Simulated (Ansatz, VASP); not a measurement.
**Two plane-wave programs on WS2**

```xyz
6
Lattice="3.1597 0.0000 0.0000 -1.5799 2.7364 0.0000 0.0000 0.0000 45.2073" Properties=species:S:1:pos:R:3 pbc="T T T"
S     0.0000    1.8243   17.9876
S     0.0000    1.8243   21.1365
S     1.5799    0.9121   24.0708
S     1.5799    0.9121   27.2196
W     1.5799    0.9121   19.5630
W     0.0000    1.8243   25.6443
```

Alike in both runs: task single point; functional PBE; dispersion D3(BJ); k mesh 12 × 12 × 1; occupations gaussian, width 0.02 eV; no spin polarisation; Hubbard terms W d U = 3.0 eV.

|  | VASP | Ansatz |
| --- | --- | --- |
| version | VASP 6.6.1 | Ansatz 0.2.0 |
| potentials or method | VASP PAW PBE potentials, release 64 (S, W_sv), cutoff 520 eV | scalar-relativistic, plane waves, PAW |
| valence electrons in the cell | 52 | 52 |

Ansatz gave:

* gap on the k mesh at the Fermi level (eV): 1.41
* rms of the force components (eV/Å): 0.007

Which values does VASP return?

gap on the k mesh at the Fermi level (eV): 1.38; rms of the force components (eV/Å): 0.134.

The programs project onto different local orbitals, so the same U acts differently, and such runs can settle in different states.

Neither program's run includes spin-orbit coupling.
